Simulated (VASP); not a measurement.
# Tl (Im-3m) in VASP: further runs, part 2 of 2

VASP 6.6.1.

### 3 Single point, PBEsol

INCAR reads:

```
PREC = Accurate
ENCUT = 520
EDIFF = 1E-7
ISMEAR = 0
SIGMA = 0.15
LREAL = False
LASPH = True
NELM = 100
ALGO = Normal
ISIF = 2
LWAVE = False
LCHARG = False
GGA = PS
NBANDS = 12
```

KPOINTS reads:

```
regular mesh
0
Gamma
  20 20 20
```

POSCAR reads:

```
Tl
1.0
   -1.9410000000      1.9410000000      1.9410000000
    1.9410000000     -1.9410000000      1.9410000000
    1.9410000000      1.9410000000     -1.9410000000
Tl
1
Direct
    0.0000000000      0.0000000000      0.0000000000
```

Potentials or basis: VASP PAW PBE potentials, release 64 (Tl_d).

The run is started by

```sh
> cat potpaw_PBE.64/Tl_d/POTCAR > POTCAR
> mpirun -np 1 vasp_std > vasp.out
```

OUTCAR:

```text
PREC = Accurate
   ENCUT = 520
   EDIFF = 1E-7
   ISMEAR = 0
   LREAL = False
   LASPH = True
   NELM = 100
   ISIF = 2
   GGA = PS

 ion  position               nearest neighbor table
   1  0.000  0.000  0.000-

  LATTYP: Found a body centered cubic cell.
 ALAT       =     3.8820000000

  Lattice vectors:

 A1 = (  -1.9410000000,   1.9410000000,   1.9410000000)
 A2 = (   1.9410000000,  -1.9410000000,   1.9410000000)
 A3 = (   1.9410000000,   1.9410000000,  -1.9410000000)

Analysis of symmetry for initial positions (statically):
=====================================================================
 Subroutine PRICEL returns:
 Original cell was already a primitive cell.

 Routine SETGRP: Setting up the symmetry group for a
 body centered cubic supercell.

 Subroutine GETGRP returns: Found 48 space group operations
[... 9 lines left out ...]

 Routine SETGRP: Setting up the symmetry group for a
 body centered cubic supercell.

 Subroutine GETGRP returns: Found 48 space group operations
[... 11 lines left out ...]
                                     Primitive cell

  volume of cell :      29.2507

  direct lattice vectors                    reciprocal lattice vectors
    -1.941000000  1.941000000  1.941000000     0.000000000  0.257599176  0.257599176
     1.941000000 -1.941000000  1.941000000     0.257599176  0.000000000  0.257599176
     1.941000000  1.941000000 -1.941000000     0.257599176  0.257599176  0.000000000

  length of vectors
     3.361910617  3.361910617  3.361910617     0.364300248  0.364300248  0.364300248

  position of ions in fractional coordinates (direct lattice)
     0.000000000  0.000000000  0.000000000

  ion indices of the primitive-cell ions
   primitive index   ion index
                 1           1

----------------------------------------------------------------------------------------

 KPOINTS: regular mesh

Automatic generation of k-mesh.
[... 85 lines left out ...]
     AMIX     =   0.40;   BMIX     =  1.00
     AMIX_MAG =   1.60;   BMIX_MAG =  1.00
  volume/ion in A,a.u.               =      29.25       197.39
  Fermi-wavevector in a.u.,A,eV,Ry     =   1.249330  2.360891 21.236311  1.560825
  Thomas-Fermi vector in A             =   2.383375
   LORBIT       =      0    0 simple, 1 ext, 2 COOP (PROOUT), +10 PAW based schemes
   GGA     = PS    functional components
   LHFCALC =     F    Hartree Fock is set to
   AEXX    =    0.0000 exact exchange contribution
   IVDW    =     0    specifies the selected vdW correction
   LEPSILON=     F    determine dielectric tensor
   LRPA    =     F    only Hartree local field effects (RPA)
 non-spin polarized calculation
 Gauss-broadening in eV      SIGMA  =   0.15
  energy-cutoff  :      520.00
  volume of cell :       29.25
 maximum number of plane-waves:       802
 NGX is ok and might be reduce to    28
   NGX = 13   NGY = 13   NGZ = 13

 number of electron      13.0000002 magnetization

 Free energy of the ion-electron system (eV)
  ---------------------------------------------------
  ext. energy  EPLUGINS =         0.00000000
  ---------------------------------------------------
  free energy    TOTEN  =        -2.62738425 eV

  energy without entropy =       -2.62115813  energy(sigma->0) =       -2.62427119

 E-fermi :   6.1343     XC(G=0): -10.2556

 val. band max:        6.1172759189   @ k =  -0.4500   0.5000   0.3000
 cond. band min:       6.1374376571   @ k =   0.2500   0.2500   0.2000
 fundamental gap:      0.0201617382
 Fermi energy:         6.1342931749

 k-point     1 :       0.0000    0.0000    0.0000
  band No.  band energies     occupation
      1      -5.4269      2.00000
      2      -5.4269      2.00000
      3      -5.4269      2.00000
      4      -5.0140      2.00000
      5      -5.0140      2.00000
      6      -3.7612      2.00000
      7      16.7515      0.00000
      8      16.7515      0.00000
      9      16.7515      0.00000
     10      18.4152      0.00000
     11      18.4152      0.00000
     12      18.4152      0.00000
[... 331 lines left out ...]
 k-point    24 :       0.2500    0.1000   -0.0000
  band No.  band energies     occupation
      1      -5.5281      2.00000
      2      -5.4445      2.00000
      3      -5.0818      2.00000
      4      -5.0366      2.00000
      5      -4.9910      2.00000
      6      -1.5137      2.00000
      7       8.0336      0.00000
      8      11.8176      0.00000
      9      13.6749      0.00000
     10      17.2528      0.00000
     11      18.9455      0.00000
     12      19.4017      0.00000

 [... further k-points ...]
[... 5 lines left out ...]
  --------------------------------------------------------------------------------------
  -------------------------------------------------------------------------------------
  Total       -0.1530514     -0.1530514     -0.1530514      0.0000000      0.0000000      0.0000000
  in kB       -8.3832260     -8.3832260     -8.3832260      0.0000000      0.0000000      0.0000000
  external PRESSURE =      -8.3832260 kB  Pullay stress =       0.0000000 kB

 VOLUME and BASIS-vectors are now :
 -----------------------------------------------------------------------------
  energy-cutoff  :      520.00
  volume of cell :       29.25
      direct lattice vectors                 reciprocal lattice vectors
    -1.941000000  1.941000000  1.941000000     0.000000000  0.257599176  0.257599176
     1.941000000 -1.941000000  1.941000000     0.257599176  0.000000000  0.257599176
     1.941000000  1.941000000 -1.941000000     0.257599176  0.257599176  0.000000000

 POSITION                                       TOTAL-FORCE (eV/Angst)
 -----------------------------------------------------------------------------------
      0.00000      0.00000      0.00000        -0.000000     -0.000000     -0.000000
 -----------------------------------------------------------------------------------
    total drift:                                0.000000     -0.000000     -0.000000

  FREE ENERGIE OF THE ION-ELECTRON SYSTEM (eV)
  ---------------------------------------------------
  free  energy   TOTEN  =        -2.6273842493 eV

  energy  without entropy=       -2.6211581315  energy(sigma->0) =       -2.62427119
```

OSZICAR:

```text
N       E                     dE             d eps       ncg     rms          rms(c)
DAV:   1     0.497626967484E+02    0.49763E+02   -0.66033E+03  6488   0.935E+02
DAV:   2    -0.206298293491E+01   -0.51826E+02   -0.50841E+02  7036   0.211E+02
DAV:   3    -0.266096819783E+01   -0.59799E+00   -0.59756E+00  7160   0.205E+01
DAV:   4    -0.266362510810E+01   -0.26569E-02   -0.26568E-02  7048   0.158E+00
DAV:   5    -0.266365635521E+01   -0.31247E-04   -0.31247E-04  7144   0.167E-01    0.199E+00
DAV:   6    -0.263298788232E+01    0.30668E-01   -0.49847E-02  6552   0.209E+00    0.142E+00
DAV:   7    -0.262776479934E+01    0.52231E-02   -0.14480E-02  6868   0.110E+00    0.651E-01
DAV:   8    -0.262738198916E+01    0.38281E-03   -0.44240E-04  6968   0.210E-01    0.374E-02
DAV:   9    -0.262738315924E+01   -0.11701E-05   -0.33399E-06  7040   0.199E-02    0.818E-03
DAV:  10    -0.262738425370E+01   -0.10945E-05   -0.11175E-06  7040   0.112E-02    0.717E-04
DAV:  11    -0.262738424933E+01    0.43672E-08   -0.17589E-08  3788   0.109E-03
   1 F= -.26273842E+01 E0= -.26242712E+01  d E =-.622612E-02
```

It took 29 s on 1 thread of Intel Xeon 6975P-C (Granite Rapids), shared host; peak memory 0.22 GiB.

What came out:

```yaml
Free_energy: -2.6274 eV
Pressure: -0.8 GPa
```

Levels at points of the mesh, in eV from the Fermi level:
```csv
k point,band 3,band 4,band 5,band 6,band 7,band 8,band 9,band 10
"(0.00, 0.00, 0.00)",-11.56,-11.15,-11.15,-9.90,10.62,10.62,10.62,12.28
"(0.50, 0.00, 0.00)",-11.18,-11.15,-10.88,-5.01,-2.66,5.74,7.09,9.93
"(0.50, 0.50, 0.50)",-10.94,-10.94,-10.94,-1.69,1.44,1.44,1.44,6.43
```

Caveat: the PAW data sets were made with another functional, which shifts forces and pressure a little; spin-orbit coupling is left out, which moves the levels of the heavy elements.
